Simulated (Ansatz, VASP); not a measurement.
## One calculation of Bi, two programs

Contents of INCAR:

```
ALGO = Normal ; EDIFF = 1E-7
ENCUT = 520 ; GGA = PE
ISIF = 2 ; ISMEAR = -1
LASPH = True ; LCHARG = True
LELF = True ; LREAL = False
LVHAR = True ; LWAVE = False
NBANDS = 22 ; NELM = 100
PREC = Accurate ; SIGMA = 0.1
```

File KPOINTS:

```
k-points
0
Gamma
  9 9 9
```

POSCAR

```
Bi
1.0
    2.2924582305      1.3235513765      4.0467531177
   -2.2924582305      1.3235513765      4.0467531177
    0.0000000000     -2.6471027530      4.0467531177
Bi
2
Direct
    0.2337113826      0.2337113826      0.2337113826
    0.7662886174      0.7662886174      0.7662886174
```

Input for Ansatz:

```yaml
crystal:
  lattice:
    - [2.2924582305, 1.3235513765, 4.0467531177]
    - [-2.2924582305, 1.3235513765, 4.0467531177]
    - [0.0, -2.647102753, 4.0467531177]
  atoms:
    - { symbol: Bi, position: [0.2337113826, 0.2337113826, 0.2337113826] }
    - { symbol: Bi, position: [0.7662886174, 0.7662886174, 0.7662886174] }
hamiltonian:
  xc: pbe
  pseudopotentials:
    kind: paw
    azcp:
      Bi: "pseudopotentials/Bi.paw.azcp"
basis:
  ecutwfc: 420
  fft_grid_basis: typed
kpoints:
  mp_grid: { grid: [9, 9, 9], shift: [0, 0, 0] }
magnetization:
  spin_polarized: false
scf:
  occupations: { method: fermi_dirac, width: 0.1 }
  lower_state_search: "off"
output:
  stress: true
```

Alike in both runs: task single point; functional PBE; k mesh 9 × 9 × 9; occupations fermi-dirac, width 0.1 eV; no spin polarisation.

|  | VASP | Ansatz |
| --- | --- | --- |
| version | VASP 6.6.1 | Ansatz 0.2.0 |
| potentials or method | VASP PAW PBE potentials, release 64 (Bi_d), cutoff 520 eV | plane waves (420 eV) with PAW, scalar-relativistic |
| valence electrons in the cell | 30 | 30 |

Ansatz gave:

- pressure (GPa): 0.0

Problem. Estimate VASP's values.

Solution. Pressure (GPa): -0.1.

Neither program's run includes spin-orbit coupling.
